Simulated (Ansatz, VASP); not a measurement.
# One calculation of Rh, two programs

```xyz
4
Lattice="2.6488 0.0000 0.0000 -1.3244 2.2939 0.0000 0.0000 0.0000 9.1930" Properties=species:S:1:pos:R:3 pbc="T T T"
Rh    0.0000    0.0000    0.0000
Rh    0.0000    1.5293    2.2982
Rh    0.0000    0.0000    4.5965
Rh    1.3244    0.7646    6.8948
```

Alike in both runs: task single point; functional PBEsol; k mesh 18 × 18 × 6; occupations gaussian, width 0.15 eV; no spin polarisation.

|  | VASP | Ansatz |
| --- | --- | --- |
| version | VASP 6.6.1 | Ansatz 0.2.0 |
| potentials or method | VASP PAW PBE potentials, release 64 (Rh_pv), cutoff 520 eV | scalar-relativistic, plane waves, PAW |
| valence electrons in the cell | 60 | 68 |

Ansatz gave:

```
gap on the k mesh at the Fermi level (eV)                     : none
pressure (GPa)                                                : -7.3
traceless stress, the component that is largest in VASP (GPa) : -13.71
```

Task: Which values does VASP return?

Result: gap on the k mesh at the Fermi level (eV): none; pressure (GPa): -7.3; traceless stress, the component that is largest in VASP (GPa): -13.68.

VASP's potentials were made for PBE, not for PBEsol, and Ansatz warns of the same on its side. A gap of «none» marks a metal or a gap that the smearing closes. VASP's potentials hold 60 valence electrons a cell and Ansatz's 68, so a difference there can come from the potentials and not from the codes.
